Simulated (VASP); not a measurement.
# Si16Ag (a cell with a defect) in VASP: single point with r2SCAN

Aim: the single point of Si16Ag (a cell with a defect) with r2SCAN.

Everything below comes from runs of VASP 6.6.1. Logs are shortened: lines on timing, memory, paths and dates and some standing lists are left out, and cuts for length are marked.

## 1. The cell of the first run

The cell holds a defect, 17 atoms: a = 7.699 Å, b = 7.699 Å, c = 7.699 Å, α = 60.00°, β = 60.00°, γ = 60.00°.

## 2. Single point, r2SCAN

POSCAR reads:

```
Si16Ag
1.0
    0.0000000000      5.4437023800     -5.4437023800
    5.4437023800      5.4437023800      0.0000000000
    5.4437023800      0.0000000000     -5.4437023800
Si Ag
16 1
Direct
    0.1296171155      0.1433136762      0.1300486233
    0.1318093735      0.5992913962      0.1305297297
    0.5890429484      0.1440279878      0.1303885574
    0.6355168337      0.6487174084      0.0734861078
    0.1039782230      0.1167904591      0.6681545474
    0.1321416841      0.6295529698      0.6139400663
    0.6181793686      0.1430589782      0.6133712439
    0.6167377945      0.6291165021      0.6140014216
    0.2741718587      0.7427347635      0.2417626659
    0.2276891559      0.2377192781      0.2987797434
    0.7338803118      0.7432906352      0.2418504738
    0.7316610501      0.2868821421      0.2413109513
    0.2452291486      0.7434360326      0.7584429147
    0.2466627318      0.2577441605      0.7578139310
    0.7590247797      0.7698541741      0.7041619347
    0.7307046239      0.2573001612      0.7581254837
   -0.0674015540     -0.0564760853      0.1840993372
```

INCAR.step1 reads:

```
ALGO = Normal
EDIFF = 1E-4
ENCUT = 520
GGA = PE
ISMEAR = 0
LASPH = T
LCHARG = F
LREAL = Auto
LWAVE = T
NBANDS = 52
NELECT = 74.0
NELM = 100
PREC = Accurate
SIGMA = 0.02
```

INCAR.step2 reads:

```
ALGO = Normal
EDIFF = 1E-7
ENCUT = 520
ISIF = 2
ISMEAR = 0
ISTART = 1
LASPH = T
LCHARG = F
LMIXTAU = T
LREAL = Auto
LWAVE = F
METAGGA = R2SCAN
NBANDS = 52
NELECT = 74.0
NELM = 100
PREC = Accurate
SIGMA = 0.02
```

KPOINTS reads:

```
k-points
0
Gamma
  2 2 2
```

Potentials or basis: VASP PAW PBE potentials, release 64 (Si, Ag).

Command:

```console
$ cat potpaw_PBE.64/Si/POTCAR potpaw_PBE.64/Ag/POTCAR > POTCAR
$ cp INCAR.step1 INCAR
$ mpirun -np 1 vasp_std > vasp.out
$ cp INCAR.step2 INCAR
$ mpirun -np 1 vasp_std > vasp.out
```

OUTCAR:

```text
EDIFF = 1E-7
   ENCUT = 520
   ISIF = 2
   ISMEAR = 0
   ISTART = 1
   LASPH = T
   LREAL = Auto
   METAGGA = R2SCAN
   NELECT = 74.0
   NELM = 100
   PREC = Accurate

 ion  position               nearest neighbor table
   1  0.130  0.143  0.130-  10 2.29  14 2.34  17 2.43  12 2.51   9 2.52
   2  0.132  0.599  0.131-  10 2.29  13 2.34  17 2.44   9 2.50  11 2.51
   3  0.589  0.144  0.130-  10 2.29  16 2.34  17 2.43  12 2.50  11 2.52
   4  0.636  0.649  0.073-  11 2.29   9 2.29  12 2.30  15 2.32
   5  0.104  0.117  0.668-  10 2.32  16 2.36  13 2.36  14 2.36  17 3.24
   6  0.132  0.630  0.614-  13 2.34  14 2.34   9 2.34  15 2.36
   7  0.618  0.143  0.613-  14 2.34  16 2.34  12 2.34  15 2.36
   8  0.617  0.629  0.614-  13 2.34  16 2.34  11 2.34  15 2.36
   9  0.274  0.743  0.242-   4 2.29   6 2.34  17 2.43   2 2.50   1 2.52
  10  0.228  0.238  0.299-   1 2.29   3 2.29   2 2.29   5 2.32
  11  0.734  0.743  0.242-   4 2.29   8 2.34  17 2.43   2 2.51   3 2.52
  12  0.732  0.287  0.241-   4 2.30   7 2.34  17 2.44   3 2.50   1 2.51
  13  0.245  0.743  0.758-   6 2.34   8 2.34   2 2.34   5 2.36
  14  0.247  0.258  0.758-   7 2.34   6 2.34   1 2.34   5 2.36
  15  0.759  0.770  0.704-   4 2.32   6 2.36   7 2.36   8 2.36  17 3.27
  16  0.731  0.257  0.758-   7 2.34   8 2.34   3 2.34   5 2.36
  17  0.933  0.944  0.184-   1 2.43  11 2.43   9 2.43   3 2.43   2 2.44  12 2.44   5 3.24  15 3.27

  LATTYP: Found a face centered cubic cell.
 ALAT       =    10.8874047600

  Lattice vectors:

 A1 = (   0.0000000000,   5.4437023800,  -5.4437023800)
 A2 = (   5.4437023800,   5.4437023800,   0.0000000000)
 A3 = (   5.4437023800,   0.0000000000,  -5.4437023800)

Analysis of symmetry for initial positions (statically):
=====================================================================
 Subroutine PRICEL returns:
 Original cell was already a primitive cell.

 Routine SETGRP: Setting up the symmetry group for a
 face centered cubic supercell.

 Subroutine GETGRP returns: Found  1 space group operations
 (whereof  1 operations were pure point group operations)
 out of a pool of 48 trial point group operations.

The static configuration has the point symmetry C_1 .

Analysis of symmetry for dynamics (positions and initial velocities):
=====================================================================
 Subroutine PRICEL returns:
 Original cell was already a primitive cell.

 Routine SETGRP: Setting up the symmetry group for a
 face centered cubic supercell.

 Subroutine GETGRP returns: Found  1 space group operations
 (whereof  1 operations were pure point group operations)
 out of a pool of 48 trial point group operations.

The dynamic configuration has the point symmetry C_1 .

 Subroutine INISYM returns: Found  1 space group operations
 (whereof  1 operations are pure point group operations),
 and found     1 'primitive' translations

----------------------------------------------------------------------------------------

                                     Primitive cell

  volume of cell :     322.6362

  direct lattice vectors                    reciprocal lattice vectors
     0.000000000  5.443702380 -5.443702380    -0.091849254  0.091849254 -0.091849254
     5.443702380  5.443702380  0.000000000     0.091849254  0.091849254  0.091849254
     5.443702380  0.000000000 -5.443702380     0.091849254 -0.091849254 -0.091849254

  length of vectors
     7.698557735  7.698557735  7.698557735     0.159087574  0.159087574  0.159087574

  position of ions in fractional coordinates (direct lattice)
     0.129617115  0.143313676  0.130048623
     0.131809373  0.599291396  0.130529730
     0.589042948  0.144027988  0.130388557
     0.635516834  0.648717408  0.073486108
     0.103978223  0.116790459  0.668154547
     0.132141684  0.629552970  0.613940066
[... 9 lines left out ...]
     0.730704624  0.257300161  0.758125484
     0.932598446  0.943523915  0.184099337

  ion indices of the primitive-cell ions
   primitive index   ion index
                 1           1
                 2           2
                 3           3
                 4           4
                 5           5
                 6           6
[... 9 lines left out ...]
                16          16
                17          17

----------------------------------------------------------------------------------------

 KPOINTS: k-points

Automatic generation of k-mesh.
 Grid dimensions read from file:
 generate k-points for:    2    2    2

 Generating k-lattice:

  Cartesian coordinates                     Fractional coordinates (reciprocal lattice)
    -0.045924627  0.045924627 -0.045924627     0.500000000  0.000000000  0.000000000
     0.045924627  0.045924627  0.045924627     0.000000000  0.500000000  0.000000000
     0.045924627 -0.045924627 -0.045924627     0.000000000  0.000000000  0.500000000

  Length of vectors
     0.079543787  0.079543787  0.079543787

  Shift w.r.t. Gamma in fractional coordinates (k-lattice)
     0.000000000  0.000000000  0.000000000

 Subroutine IBZKPT returns following result:
 ===========================================

 Found      8 irreducible k-points:

 Following reciprocal coordinates:
            Coordinates               Weight
  0.000000  0.000000  0.000000      1.000000
  0.500000  0.000000  0.000000      1.000000
  0.000000  0.500000  0.000000      1.000000
  0.000000  0.000000  0.500000      1.000000
  0.500000  0.500000  0.500000      1.000000
  0.500000  0.500000  0.000000      1.000000
  0.000000  0.500000  0.500000      1.000000
  0.500000  0.000000  0.500000      1.000000
   k-points           NKPTS =      8   k-points in BZ     NKDIM =      8   number of bands    NBANDS=     52
   number of dos      NEDOS =    301   number of ions     NIONS =     17
   total plane-waves  NPLWV = 216000
   dimension x,y,z NGX =    60 NGY =   60 NGZ =   60
   dimension x,y,z NGXF=   120 NGYF=  120 NGZF=  120
   ions per type =              16   1
   NGX,Y,Z   is equivalent  to a cutoff of  12.96, 12.96, 12.96 a.u.
   NGXF,Y,Z  is equivalent  to a cutoff of  25.91, 25.91, 25.91 a.u.
 SYSTEM =  unknown system
   PREC   = accura    normal or accurate (medium, high low for compatibility)
   ISTART =      1    job   : 0-new  1-cont  2-samecut
   ICHARG =      0    charge: 1-file 2-atom 10-const
   ISPIN  =      1    spin polarized calculation?
   LNONCOLLINEAR =      F non collinear calculations
   LSORBIT =      F    spin-orbit coupling
   LASPH  =      T    aspherical Exc in radial PAW
   ENCUT  =  520.0 eV  38.22 Ry    6.18 a.u.  14.31 14.31 14.31*2*pi/ulx,y,z
   NELM   =    100;   NELMIN=  2; NELMDL=  0     # of ELM steps
   EDIFF  = 0.1E-06   stopping-criterion for ELM
   LREAL  =      T    real-space projection
   EDIFFG = 0.1E-05   stopping-criterion for IOM
   NSW    =      0    number of steps for IOM
   IBRION =     -1    ionic relax: 0-MD 1-quasi-New 2-CG
   NFREE  =      0    steps in history (QN), initial steepest desc. (CG)
   ISIF   =      2    stress and relaxation
   ISYM   =      2    0-nonsym 1-usesym 2-fastsym
   POTIM  = 0.5000    time-step for ionic-motion
   TEBEG  =    0.0;   TEEND  =   0.0 temperature during run
   PSTRESS=    0.0 pullay stress
   NELECT =      74.0000    total number of electrons
   NUPDOWN=      -1.0000    fix difference up-down
   EMIN   =  10.00;   EMAX   =-10.00  energy-range for DOS
   EFERMI =   0.00;   METHOD = LEGACY
   ISMEAR =     0;   SIGMA  =   0.02  broadening in eV -4-tet -1-fermi 0-gaus
   EFERMI_NEDOS =   21; number of points for ismear=-14 and -15
   IALGO  =     38    algorithm
   IMIX   =      4    mixing-type and parameters
     AMIX     =   0.40;   BMIX     =  1.00
     AMIX_MAG =   1.60;   BMIX_MAG =  1.00
  volume/ion in A,a.u.               =      18.98       128.07
  Fermi-wavevector in a.u.,A,eV,Ry     =   1.002108  1.893709 13.663238  1.004220
  Thomas-Fermi vector in A             =   2.134573
   LORBIT       =      0    0 simple, 1 ext, 2 COOP (PROOUT), +10 PAW based schemes
   METAGGA = R2SCAN    functional components
   LHFCALC =     F    Hartree Fock is set to
   AEXX    =    0.0000 exact exchange contribution
   IVDW    =     0    specifies the selected vdW correction
   LEPSILON=     F    determine dielectric tensor
   LRPA    =     F    only Hartree local field effects (RPA)
 non-spin polarized calculation
 Gauss-broadening in eV      SIGMA  =   0.02
  energy-cutoff  :      520.00
  volume of cell :      322.64
 maximum number of plane-waves:      8694
 NGX is ok and might be reduce to    60
   NGX = 29   NGY = 29   NGZ = 29

 number of electron      74.0000000 magnetization

 Free energy of the ion-electron system (eV)
  ---------------------------------------------------
  ext. energy  EPLUGINS =         0.00000000
  ---------------------------------------------------
  free energy    TOTEN  =      -164.33674670 eV

  energy without entropy =     -164.33674669  energy(sigma->0) =     -164.33674669

 E-fermi :   6.6849     XC(G=0): -10.1484

 val. band max:        6.6138114555   @ k =   0.0000   0.0000   0.0000
 cond. band min:       6.7559970079   @ k =   0.0000   0.0000   0.0000
 fundamental gap:      0.1421855524
 Fermi energy:         6.6849041607

 k-point     1 :       0.0000    0.0000    0.0000
  band No.  band energies     occupation
      1      -6.3624      2.00000
      2      -3.9766      2.00000
      3      -3.9514      2.00000
      4      -3.7574      2.00000
      5      -3.7414      2.00000
      6      -2.6203      2.00000
[... 41 lines left out ...]
     48       8.8115      0.00000
     49       8.8425      0.00000

 k-point     2 :       0.5000    0.0000    0.0000
  band No.  band energies     occupation
      1      -5.5675      2.00000
      2      -5.4431      2.00000
      3      -3.7940      2.00000
      4      -3.5783      2.00000
      5      -3.4778      2.00000
      6      -3.4165      2.00000
[... 41 lines left out ...]
     48      10.2207      0.00000
     49      10.4057      0.00000

 k-point     3 :       0.0000    0.5000    0.0000
  band No.  band energies     occupation
      1      -5.5628      2.00000
      2      -5.4494      2.00000
      3      -3.7960      2.00000
      4      -3.5726      2.00000
      5      -3.4797      2.00000
      6      -3.4039      2.00000
[... 41 lines left out ...]
     48      10.2129      0.00000
     49      10.4002      0.00000

 k-point     4 :       0.0000    0.0000    0.5000
  band No.  band energies     occupation
      1      -5.7197      2.00000
      2      -5.3152      2.00000
      3      -3.6234      2.00000
      4      -3.5432      2.00000
      5      -3.4835      2.00000
      6      -3.4718      2.00000
[... 41 lines left out ...]
     48      10.2022      0.00000
     49      10.2154      0.00000

 k-point     5 :       0.5000    0.5000    0.5000
  band No.  band energies     occupation
      1      -5.5702      2.00000
      2      -5.4398      2.00000
      3      -3.7927      2.00000
      4      -3.5815      2.00000
      5      -3.4758      2.00000
      6      -3.4215      2.00000
[... 41 lines left out ...]
     48      10.2233      0.00000
     49      10.4085      0.00000

 k-point     6 :       0.5000    0.5000    0.0000
  band No.  band energies     occupation
      1      -5.3136      2.00000
      2      -5.1506      2.00000
      3      -4.3273      2.00000
      4      -4.2185      2.00000
      5      -4.1114      2.00000
      6      -4.0506      2.00000
[... 41 lines left out ...]
     48      10.7885      0.00000
     49      10.8191      0.00000

 k-point     7 :       0.0000    0.5000    0.5000
  band No.  band energies     occupation
      1      -5.3038      2.00000
      2      -5.1609      2.00000
      3      -4.3313      2.00000
      4      -4.2120      2.00000
      5      -4.1192      2.00000
      6      -4.0423      2.00000
[... 41 lines left out ...]
     48      10.7653      0.00000
     49      10.8298      0.00000

 k-point     8 :       0.5000    0.0000    0.5000
  band No.  band energies     occupation
      1      -5.3104      2.00000
      2      -5.1540      2.00000
      3      -4.3285      2.00000
      4      -4.2162      2.00000
      5      -4.1146      2.00000
      6      -4.0476      2.00000
[... 41 lines left out ...]
     48      10.7797      0.00000
     49      10.8233      0.00000
 [bands above 49 left out]

------------------------ aborting loop because EDIFF is reached ----------------------------------------

  FORCE on cell =-STRESS in cart. coord.  units (eV):
  Direction    XX          YY          ZZ          XY          YZ          ZX
  --------------------------------------------------------------------------------------
  -------------------------------------------------------------------------------------
  Total       -0.9083740     -0.6311351     -0.6948310      1.3969144     -1.5937053      1.3446235
  in kB       -4.5108893     -3.1341504     -3.4504575      6.9369293     -7.9141718      6.6772581
  external PRESSURE =      -3.6984991 kB  Pullay stress =       0.0000000 kB

 VOLUME and BASIS-vectors are now :
 -----------------------------------------------------------------------------
  energy-cutoff  :      520.00
  volume of cell :      322.64
      direct lattice vectors                 reciprocal lattice vectors
     0.000000000  5.443702380 -5.443702380    -0.091849254  0.091849254 -0.091849254
     5.443702380  5.443702380  0.000000000     0.091849254  0.091849254  0.091849254
     5.443702380  0.000000000 -5.443702380     0.091849254 -0.091849254 -0.091849254

 POSITION                                       TOTAL-FORCE (eV/Angst)
 -----------------------------------------------------------------------------------
      1.48810      1.48575     -1.41354         0.016599      0.000019     -0.000768
      3.97293      3.97990     -1.42810         0.000779     -0.010866      0.001557
      1.49384      3.99062     -3.91637        -0.005781     -0.006200     -0.004398
      3.93146      6.99099     -3.85960         0.009235     -0.014449     -0.012109
      4.27301      1.20180     -4.20326        -0.011083      0.012185      0.011710
      6.76921      4.14644     -4.06145        -0.006659      0.005520     -0.000109
[... 9 lines left out ...]
      5.52767      5.37840     -8.10475        -0.002184      0.002358     -0.001667
      6.13845     10.21305     -6.07897         0.009716      0.005937      0.017580
 -----------------------------------------------------------------------------------
    total drift:                               -0.002493     -0.010125      0.003261

  FREE ENERGIE OF THE ION-ELECTRON SYSTEM (eV)
  ---------------------------------------------------
  free  energy   TOTEN  =      -164.3367466980 eV

  energy  without entropy=     -164.3367466888  energy(sigma->0) =     -164.33674669
```

Run time: 7.3 min. Hardware: 1 thread of Intel Xeon 6975P-C (Granite Rapids), shared host; peak memory 0.55 GiB.

What came out:

```yaml
Free_energy: -164.3367 eV
Largest_force: 0.021 eV/Å
```

Forces on the atoms (eV/Å):
```
Si   0.017  0.000 -0.001
Si   0.001 -0.011  0.002
Si  -0.006 -0.006 -0.004
Si   0.009 -0.014 -0.012
Si  -0.011  0.012  0.012
Si  -0.007  0.006  0.000
Si  -0.002  0.002  0.001
Si   0.001  0.001  0.002
Si  -0.004 -0.001 -0.002
Si  -0.008  0.008  0.004
Si  -0.011 -0.001  0.000
Si  -0.001  0.013 -0.011
Si   0.008  0.001 -0.001
Si  -0.005 -0.007  0.003
Si   0.013 -0.011 -0.009
Si  -0.002  0.002 -0.002
Ag   0.010  0.006  0.018
```

Caveat: the k points lie up to 0.50 Å⁻¹ apart; the cell carries a net charge on a neutralising background, which shifts energy and pressure; the cell is charged against a uniform background, so pressure and absolute levels hang on convention; the PAW data sets were made with another functional, which shifts forces and pressure a little.
